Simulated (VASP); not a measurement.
# Si (Fd-3m) in VASP: settings compared

Aim: see how the results for Si move with the level of theory and the settings. Levels: PBE0, HF. Tasks: single point.

Everything below comes from runs of VASP 6.6.1. Logs are shortened: lines on timing, memory, paths and dates and some standing lists are left out, and cuts for length are marked.

### 1 The cell of the first run

The structure is cubic, space group Fd-3m (No. 227). The conventional cell has a = 5.434 Å, b = 5.434 Å, c = 5.434 Å, α = 90.00°, β = 90.00°, γ = 90.00°. Within 3.1 Å of Si (site symmetry -43m) lie 4 Si at 2.35 Å.

### 2 Single point, PBE0

Input file POSCAR:

```
Si
1.0
    0.0000000000      2.7168139082      2.7168139082
    2.7168139082      0.0000000000      2.7168139082
    2.7168139082      2.7168139082      0.0000000000
Si
2
Direct
    0.7500000000      0.7500000000      0.7500000000
    0.5000000000      0.5000000000      0.5000000000
```

Input file INCAR.step1:

```
PREC = Accurate ; ENCUT = 520
EDIFF = 1E-5 ; ISMEAR = 0
SIGMA = 0.01 ; LREAL = F
LASPH = T ; NELM = 80
ALGO = Normal ; ISIF = 2
LWAVE = T ; LCHARG = F
NBANDS = 11 ; GGA = PE
```

Input file INCAR.step2:

```
PREC = Accurate ; ENCUT = 520
EDIFF = 1E-7 ; ISMEAR = 0
SIGMA = 0.01 ; LREAL = F
LASPH = T ; NELM = 80
ALGO = Normal ; ISIF = 2
LWAVE = F ; LCHARG = F
GGA = PE ; LHFCALC = T
AEXX = 0.25 ; PRECFOCK = Normal
NBANDS = 11 ; ISTART = 1
```

Input file KPOINTS:

```
regular mesh
0
Gamma
  6 6 6
```

Potentials or basis: VASP PAW PBE potentials, release 64 (Si).

Run with:

```console
$ cat potpaw_PBE.64/Si/POTCAR > POTCAR
$ cp INCAR.step1 INCAR
$ mpirun -np 1 vasp_std > vasp.out
$ cp INCAR.step2 INCAR
$ mpirun -np 1 vasp_std > vasp.out
```

OUTCAR:

```text
PREC = Accurate
   ENCUT = 520
   EDIFF = 1E-7
   ISMEAR = 0
   LREAL = F
   LASPH = T
   NELM = 80
   ISIF = 2
   GGA = PE
   LHFCALC = T
   AEXX = 0.25
   PRECFOCK = Normal
   ISTART = 1

 ion  position               nearest neighbor table
   1  0.750  0.750  0.750-   2 2.35   2 2.35   2 2.35   2 2.35
   2  0.500  0.500  0.500-   1 2.35   1 2.35   1 2.35   1 2.35

  LATTYP: Found a face centered cubic cell.
 ALAT       =     5.4336278164

  Lattice vectors:

 A1 = (   0.0000000000,   2.7168139082,   2.7168139082)
 A2 = (   2.7168139082,   0.0000000000,   2.7168139082)
 A3 = (   2.7168139082,   2.7168139082,   0.0000000000)

Analysis of symmetry for initial positions (statically):
=====================================================================
 Subroutine PRICEL returns:
 Original cell was already a primitive cell.

 Routine SETGRP: Setting up the symmetry group for a
 face centered cubic supercell.

 Subroutine GETGRP returns: Found 48 space group operations
 (whereof 24 operations were pure point group operations)
 out of a pool of 48 trial point group operations.

The static configuration has the point symmetry T_d .
 The point group associated with its full space group is O_h .

Analysis of symmetry for dynamics (positions and initial velocities):
=====================================================================
 Subroutine PRICEL returns:
 Original cell was already a primitive cell.

 Routine SETGRP: Setting up the symmetry group for a
 face centered cubic supercell.

 Subroutine GETGRP returns: Found 48 space group operations
 (whereof 24 operations were pure point group operations)
 out of a pool of 48 trial point group operations.

The dynamic configuration has the point symmetry T_d .
 The point group associated with its full space group is O_h .

 Subroutine INISYM returns: Found 48 space group operations
 (whereof 24 operations are pure point group operations),
 and found     1 'primitive' translations

----------------------------------------------------------------------------------------

                                     Primitive cell

  volume of cell :      40.1060

  direct lattice vectors                    reciprocal lattice vectors
     0.000000000  2.716813908  2.716813908    -0.184039105  0.184039105  0.184039105
     2.716813908  0.000000000  2.716813908     0.184039105 -0.184039105  0.184039105
     2.716813908  2.716813908  0.000000000     0.184039105  0.184039105 -0.184039105

  length of vectors
     3.842155075  3.842155075  3.842155075     0.318765080  0.318765080  0.318765080

  position of ions in fractional coordinates (direct lattice)
     0.750000000  0.750000000  0.750000000
     0.500000000  0.500000000  0.500000000

  ion indices of the primitive-cell ions
   primitive index   ion index
                 1           1
                 2           2

----------------------------------------------------------------------------------------

 KPOINTS: regular mesh

Automatic generation of k-mesh.
 Grid dimensions read from file:
 generate k-points for:    6    6    6

 Generating k-lattice:

  Cartesian coordinates                     Fractional coordinates (reciprocal lattice)
    -0.030673184  0.030673184  0.030673184     0.166666667  0.000000000  0.000000000
     0.030673184 -0.030673184  0.030673184     0.000000000  0.166666667  0.000000000
     0.030673184  0.030673184 -0.030673184     0.000000000  0.000000000  0.166666667

  Length of vectors
     0.053127513  0.053127513  0.053127513

  Shift w.r.t. Gamma in fractional coordinates (k-lattice)
     0.000000000  0.000000000  0.000000000

 Subroutine IBZKPT returns following result:
 ===========================================

 Found     16 irreducible k-points:

 Following reciprocal coordinates:
            Coordinates               Weight
  0.000000  0.000000  0.000000      1.000000
  0.166667  0.000000  0.000000      8.000000
  0.333333  0.000000  0.000000      8.000000
  0.500000  0.000000  0.000000      4.000000
  0.166667  0.166667  0.000000      6.000000
  0.333333  0.166667  0.000000     24.000000
[... 8 lines left out ...]
 -0.333333  0.333333  0.166667     24.000000
 -0.333333  0.500000  0.166667     12.000000
   k-points           NKPTS =     16   k-points in BZ     NKDIM =    216   number of bands    NBANDS=     11
   number of dos      NEDOS =    301   number of ions     NIONS =      2
   total plane-waves  NPLWV =  27000
   dimension x,y,z NGX =    30 NGY =   30 NGZ =   30
   dimension x,y,z NGXF=    60 NGYF=   60 NGZF=   60
   ions per type =               2
   NGX,Y,Z   is equivalent  to a cutoff of  12.98, 12.98, 12.98 a.u.
   NGXF,Y,Z  is equivalent  to a cutoff of  25.96, 25.96, 25.96 a.u.
 SYSTEM =  unknown system
   PREC   = accura    normal or accurate (medium, high low for compatibility)
   ISTART =      1    job   : 0-new  1-cont  2-samecut
   ICHARG =      0    charge: 1-file 2-atom 10-const
   ISPIN  =      1    spin polarized calculation?
   LNONCOLLINEAR =      F non collinear calculations
   LSORBIT =      F    spin-orbit coupling
   LASPH  =      T    aspherical Exc in radial PAW
   ENCUT  =  520.0 eV  38.22 Ry    6.18 a.u.   7.14  7.14  7.14*2*pi/ulx,y,z
   NELM   =     80;   NELMIN=  2; NELMDL=  0     # of ELM steps
   EDIFF  = 0.1E-06   stopping-criterion for ELM
   LREAL  =      F    real-space projection
   EDIFFG = 0.1E-05   stopping-criterion for IOM
   NSW    =      0    number of steps for IOM
   IBRION =     -1    ionic relax: 0-MD 1-quasi-New 2-CG
   NFREE  =      0    steps in history (QN), initial steepest desc. (CG)
   ISIF   =      2    stress and relaxation
   ISYM   =      3    0-nonsym 1-usesym 2-fastsym
   POTIM  = 0.5000    time-step for ionic-motion
   TEBEG  =    0.0;   TEEND  =   0.0 temperature during run
   PSTRESS=    0.0 pullay stress
   NELECT =       8.0000    total number of electrons
   NUPDOWN=      -1.0000    fix difference up-down
   EMIN   =  10.00;   EMAX   =-10.00  energy-range for DOS
   EFERMI =   0.00;   METHOD = LEGACY
   ISMEAR =     0;   SIGMA  =   0.01  broadening in eV -4-tet -1-fermi 0-gaus
   EFERMI_NEDOS =   21; number of points for ismear=-14 and -15
   IALGO  =     38    algorithm
   IMIX   =      1    mixing-type and parameters
     AMIX     =   0.40;   BMIX     =  1.00
     AMIX_MAG =   1.60;   BMIX_MAG =  1.00
  volume/ion in A,a.u.               =      20.05       135.32
  Fermi-wavevector in a.u.,A,eV,Ry     =   0.956537  1.807592 12.448818  0.914962
  Thomas-Fermi vector in A             =   2.085474
   LORBIT       =      0    0 simple, 1 ext, 2 COOP (PROOUT), +10 PAW based schemes
   GGA     = PE    functional components
   LHFCALC =     T    Hartree Fock is set to
   PRECFOCK=normal    Normal, Fast or Accurate (Low or Medium for compatibility)
   ENCUT4O =  -1.0   cutoff for four orbital integrals eV
   NKREDX  =     1    reduce k-point grid by
   NKREDY  =     1    reduce k-point grid by
   NKREDZ  =     1    reduce k-point grid by
   AEXX    =    0.2500 exact exchange contribution
   HFSCREEN=    0.0000 screening length (either q_TF or 0.3 A-1)
   HFSCREENC=   0.0000 screening length for correlation (either q_TF or 0.3 A-1)
   ENCUTFOCK=  -1.0 apply spherical cutoff to Coloumb kernel
   IVDW    =     0    specifies the selected vdW correction
   LEPSILON=     F    determine dielectric tensor
   LRPA    =     F    only Hartree local field effects (RPA)
 non-spin polarized calculation
 Gauss-broadening in eV      SIGMA  =   0.01
  energy-cutoff  :      520.00
  volume of cell :       40.11
 maximum number of plane-waves:      1106
 NGX is ok and might be reduce to    30
  NGX = 24; NGY = 24; NGZ = 24

 number of electron       8.0000000 magnetization

 Free energy of the ion-electron system (eV)
  ---------------------------------------------------
  ext. energy  EPLUGINS =         0.00000000
  ---------------------------------------------------
  free energy    TOTEN  =       -13.56471402 eV

  energy without entropy =      -13.56471402  energy(sigma->0) =      -13.56471402

 E-fermi :   5.1752     XC(G=0):  -7.4496

 val. band max:        5.1149386891   @ k =   0.0000   0.0000   0.0000
 cond. band min:       7.0892017817   @ k =   0.5000   0.5000   0.0000
 fundamental gap:      1.9742630926
 Fermi energy:         5.1751590270

 k-point     1 :       0.0000    0.0000    0.0000
  band No.  band energies     occupation
      1      -8.2589      2.00000
      2       5.1149      2.00000
      3       5.1149      2.00000
      4       5.1149      2.00000
      5       9.1262      0.00000
      6       9.1262      0.00000
      7       9.1262      0.00000
      8      10.1128      0.00000
      9      14.6087      0.00000
     10      14.6301      0.00000
     11      14.6301      0.00000

 k-point     2 :       0.1667    0.0000    0.0000
  band No.  band energies     occupation
      1      -7.8587      2.00000
      2       2.5178      2.00000
      3       4.6363      2.00000
      4       4.6363      2.00000
      5       8.9072      0.00000
      6       9.8245      0.00000
      7       9.8245      0.00000
      8      12.2700      0.00000
      9      13.9233      0.00000
     10      13.9233      0.00000
     11      15.8370      0.00000

 k-point     3 :       0.3333    0.0000    0.0000
  band No.  band energies     occupation
      1      -6.7304      2.00000
      2      -0.8363      2.00000
      3       4.0135      2.00000
      4       4.0135      2.00000
      5       8.2738      0.00000
      6      10.1449      0.00000
      7      10.1449      0.00000
      8      14.6879      0.00000
      9      14.9092      0.00000
     10      14.9092      0.00000
     11      16.0036      0.00000

 k-point     4 :       0.5000    0.0000    0.0000
  band No.  band energies     occupation
      1      -5.6659      2.00000
      2      -2.6848      2.00000
      3       3.7847      2.00000
      4       3.7847      2.00000
      5       8.0328      0.00000
      6       9.9590      0.00000
      7       9.9590      0.00000
      8      14.4432      0.00000
      9      17.6626      0.00000
     10      17.6626      0.00000
     11      18.3782      0.00000

 k-point     5 :       0.1667    0.1667    0.0000
  band No.  band energies     occupation
      1      -7.7224      2.00000
      2       2.9058      2.00000
      3       3.8260      2.00000
      4       3.8260      2.00000
      5       8.1663      0.00000
      6      11.0005      0.00000
      7      11.0495      0.00000
      8      11.0495      0.00000
      9      13.4584      0.00000
     10      15.2061      0.00000
     11      16.5408      0.00000
[... 99 lines left out ...]
 k-point    13 :       0.5000    0.5000    0.0000
  band No.  band energies     occupation
      1      -3.6373      2.00000
      2      -3.6373      2.00000
      3       1.9432      2.00000
      4       1.9432      2.00000
      5       7.0892      0.00000
      6       7.0892      0.00000
      7      17.3361      0.00000
      8      17.3361      0.00000
      9      18.0950      0.00000
     10      18.0950      0.00000
     11      19.7012      0.00000

 k-point    14 :       0.5000    0.3333    0.1667
  band No.  band energies     occupation
      1      -5.7134      2.00000
      2      -1.1871      2.00000
      3       1.1835      2.00000
      4       2.6055      2.00000
      5       9.4003      0.00000
      6      10.2928      0.00000
      7      10.9551      0.00000
      8      14.0042      0.00000
      9      16.0162      0.00000
     10      16.9938      0.00000
     11      20.1507      0.00000

 k-point    15 :      -0.3333    0.3333    0.1667
  band No.  band energies     occupation
      1      -4.6117      2.00000
      2      -2.5409      2.00000
      3       0.6827      2.00000
      4       2.0851      2.00000
      5       9.9019      0.00000
      6      10.2013      0.00000
      7      12.8963      0.00000
      8      13.4281      0.00000
      9      14.5290      0.00000
     10      18.2661      0.00000
     11      19.1160      0.00000

 k-point    16 :      -0.3333    0.5000    0.1667
  band No.  band energies     occupation
      1      -3.5019      2.00000
      2      -3.5019      2.00000
      3       1.0948      2.00000
      4       1.0948      2.00000
      5       9.2781      0.00000
      6       9.2781      0.00000
      7      13.6631      0.00000
      8      13.6631      0.00000
      9      17.7501      0.00000
     10      17.7501      0.00000
     11      20.1718      0.00000

------------------------ aborting loop because EDIFF is reached ----------------------------------------

  FORCE on cell =-STRESS in cart. coord.  units (eV):
  Direction    XX          YY          ZZ          XY          YZ          ZX
  --------------------------------------------------------------------------------------
  -------------------------------------------------------------------------------------
  Total       -0.0352404     -0.0352404     -0.0352404      0.0000000      0.0000000      0.0000000
  in kB       -1.4078037     -1.4078037     -1.4078037      0.0000000      0.0000000      0.0000000
  external PRESSURE =      -1.4078037 kB  Pullay stress =       0.0000000 kB

 VOLUME and BASIS-vectors are now :
 -----------------------------------------------------------------------------
  energy-cutoff  :      520.00
  volume of cell :       40.11
      direct lattice vectors                 reciprocal lattice vectors
     0.000000000  2.716813908  2.716813908    -0.184039105  0.184039105  0.184039105
     2.716813908  0.000000000  2.716813908     0.184039105 -0.184039105  0.184039105
     2.716813908  2.716813908  0.000000000     0.184039105  0.184039105 -0.184039105

 POSITION                                       TOTAL-FORCE (eV/Angst)
 -----------------------------------------------------------------------------------
      4.07522      4.07522      4.07522        -0.000000     -0.000000     -0.000000
      2.71681      2.71681      2.71681         0.000000      0.000000      0.000000
 -----------------------------------------------------------------------------------
    total drift:                               -0.000000     -0.000000     -0.000000

  FREE ENERGIE OF THE ION-ELECTRON SYSTEM (eV)
  ---------------------------------------------------
  free  energy   TOTEN  =       -13.5647140166 eV

  energy  without entropy=      -13.5647140166  energy(sigma->0) =      -13.56471402
```

Run time: 22 min. Hardware: 1 thread of Intel Xeon 8259CL, shared host; peak memory 0.18 GiB.

What came out:

- Free energy: -13.5647 eV
- Pressure: -0.1 GPa
- Band gap on the k mesh: 1.97 eV (least direct gap 4.01 eV)

Levels at points of the mesh, in eV from the valence-band top:
```
           k point  band 1  band 2  band 3  band 4  band 5  band 6  band 7  band 8  band 9
(0.00, 0.00, 0.00)  -13.37    0.00    0.00    0.00    4.01    4.01    4.01    5.00    9.49
(0.50, 0.00, 0.00)  -10.78   -7.80   -1.33   -1.33    2.92    4.84    4.84    9.33   12.55
(0.50, 0.50, 0.00)   -8.75   -8.75   -3.17   -3.17    1.97    1.97   12.22   12.22   12.98
```

Caveat: the PAW data sets were made with another functional, which shifts forces and pressure a little. A k mesh can miss the band edges.

### 3 Single point, HF

POSCAR is that of step 2.

Input file INCAR.step1:

```
PREC     = Accurate       # precision mode
ENCUT    = 520            # plane-wave cutoff, eV
EDIFF    = 1E-5           # SCF threshold, eV
ISMEAR   = 0              # smearing method
SIGMA    = 0.01           # smearing width, eV
LREAL    = False          # projectors in reciprocal space
LASPH    = True           # aspherical terms in the spheres
NELM     = 80             # most SCF steps
ALGO     = Normal         # electronic algorithm
ISIF     = 2              # what is computed and relaxed
LWAVE    = True           # write WAVECAR
NBANDS   = 11             # bands
GGA      = PE             # functional
```

Input file INCAR.step2:

```
PREC     = Accurate       # precision mode
ENCUT    = 520            # plane-wave cutoff, eV
EDIFF    = 1E-6           # SCF threshold, eV
ISMEAR   = 0              # smearing method
SIGMA    = 0.01           # smearing width, eV
LREAL    = False          # projectors in reciprocal space
LASPH    = True           # aspherical terms in the spheres
NELM     = 80             # most SCF steps
ALGO     = Normal         # electronic algorithm
ISIF     = 2              # what is computed and relaxed
LWAVE    = False          # write WAVECAR
LCHARG   = True           # write CHGCAR
GGA      = PE             # functional
LHFCALC  = True           # exact exchange
AEXX     = 1.0            # exact-exchange fraction
ALDAC    = 0.0          
AGGAC    = 0.0          
PRECFOCK = Normal       
LELF     = True           # ELF
LVHAR    = True         
NBANDS   = 11             # bands
ISTART   = 1
```

Input file KPOINTS:

```
Automatic mesh
0
Gamma
  6 6 6
```

Potentials or basis: VASP PAW PBE potentials, release 64 (Si).

Run with:

```console
$ cat potpaw_PBE.64/Si/POTCAR > POTCAR
$ cp INCAR.step1 INCAR
$ mpirun -np 1 vasp_std > vasp.out
$ cp INCAR.step2 INCAR
$ mpirun -np 1 vasp_std > vasp.out
```

It took 27 min on 1 thread of Intel Xeon 8259CL, shared host; peak memory 0.18 GiB.

Results (log left out):

```
Free energy            : -19.2854 eV
Pressure               : 3.2 GPa
Band gap on the k mesh : 6.67 eV (least direct gap 9.17 eV)
```

Levels at points of the mesh, in eV from the valence-band top:
| k point | band 1 | band 2 | band 3 | band 4 | band 5 | band 6 | band 7 | band 8 |
| --- | --- | --- | --- | --- | --- | --- | --- | --- |
| (0.00, 0.00, 0.00) | -17.07 | 0.00 | 0.00 | 0.00 | 9.17 | 9.17 | 9.17 | 10.75 |
| (0.50, 0.00, 0.00) | -13.77 | -9.73 | -1.59 | -1.59 | 7.92 | 10.10 | 10.10 | 14.96 |
| (0.50, 0.50, 0.00) | -11.11 | -11.11 | -3.84 | -3.84 | 6.68 | 6.68 | 19.15 | 19.15 |

Caveat: the cell stands under pressure; the PAW data sets were made with another functional, which shifts forces and pressure a little. A k mesh can miss the band edges.
